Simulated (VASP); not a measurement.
AgCl, 8 atoms in the cell. Symmetry: P2_1/m, No. 11, monoclinic system. The conventional cell has a = 3.969 Å, b = 3.968 Å, c = 11.334 Å, α = 90.00°, β = 98.01°, γ = 90.00°. Ag (site symmetry m) has 7 Cl at 2.81 to 3.68 Å and 2 Ag at 3.46 Å within 3.7 Å. Within 3.7 Å of Ag (site symmetry m) lie 6 Cl at 2.81 Å. Cl (site symmetry m) has 7 Ag at 2.81 to 3.68 Å and 2 Cl at 3.46 Å within 3.7 Å. Cl (site symmetry m) has 6 Ag at 2.81 Å within 3.7 Å.  This cell differs from its parent crystal: the part above a cut slid along it.

| Quantity | Value |
| --- | --- |
| Program | VASP 6.6.1 |
| Task | single point |
| Functional | PBE |
| Potentials or basis | VASP PAW PBE potentials, release 64 (Ag, Cl) |
| Cutoff | 520 eV |
| k mesh | 7 × 7 × 3 |
| Occupations | gaussian, width 0.05 eV |
| Spin | no spin polarisation |
| Dipole correction | no |
| Further INCAR settings | ALGO = Normal; EDIFF = 1e-07; NBANDS = 46 |

Potentials or basis: VASP PAW PBE potentials, release 64 (Ag, Cl).

The run is started by

```bash
$ cat potpaw_PBE.64/Ag/POTCAR potpaw_PBE.64/Cl/POTCAR > POTCAR
$ mpirun -np 1 vasp_std > vasp.out
```

Hardware: 1 thread of Intel(R) Xeon(R) Platinum 8488C (Sapphire Rapids), on a shared host.

Q: How long does it take, and how much memory?

A: It took 4 min on 1 thread of Intel(R) Xeon(R) Platinum 8488C (Sapphire Rapids) (shared host), peak memory 0.42 GiB. Counts: scf iterations 15, k points 44.
